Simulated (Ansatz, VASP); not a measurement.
## Co: VASP beside Ansatz

```xyz
4
Lattice="2.5534 0.0000 0.0000 -1.2767 2.2113 0.0000 0.0000 0.0000 8.2834" Properties=species:S:1:pos:R:3 pbc="T T T"
Co    0.0000    0.0000    0.0000
Co    0.0000    1.4742    2.0709
Co    0.0000    0.0000    4.1417
Co    1.2767    0.7371    6.2126
```

Change from the starting cell: equal strain along all axes, cell held, atoms relaxed: +4.0 %.

Alike in both runs: task single point; functional PBEsol; k mesh 24 × 24 × 8; occupations gaussian, width 0.1 eV; collinear spin.

```csv
,VASP,Ansatz
version,VASP 6.6.1,Ansatz 0.2.0
potentials or method,"VASP PAW PBE potentials, release 64 (Co), cutoff 520 eV","scalar-relativistic, plane waves, PAW"
valence electrons in the cell,36,68
```

Ansatz gave:

- gap on the k mesh at the Fermi level (eV): none
- pressure (GPa): -21.8
- traceless stress, the component that is largest in VASP (GPa): 0.08
- net moment per atom (μB): 1.68
- size of the moment on the site where the two differ most (μB): 1.76

**Question.** Estimate VASP's values.

**Answer.** gap on the k mesh at the Fermi level (eV): none; pressure (GPa): -22.1; traceless stress, the component that is largest in VASP (GPa): 0.01; net moment per atom (μB): 1.67; size of the moment on the site where the two differ most (μB): 1.70.

VASP's potentials were made for PBE, not for PBEsol. Site moments also hang on the region over which each program counts them. A gap of «none» marks a metal or a gap that the smearing closes. VASP's potentials hold 36 valence electrons a cell and Ansatz's 68, so a difference there can come from the potentials and not from the codes.
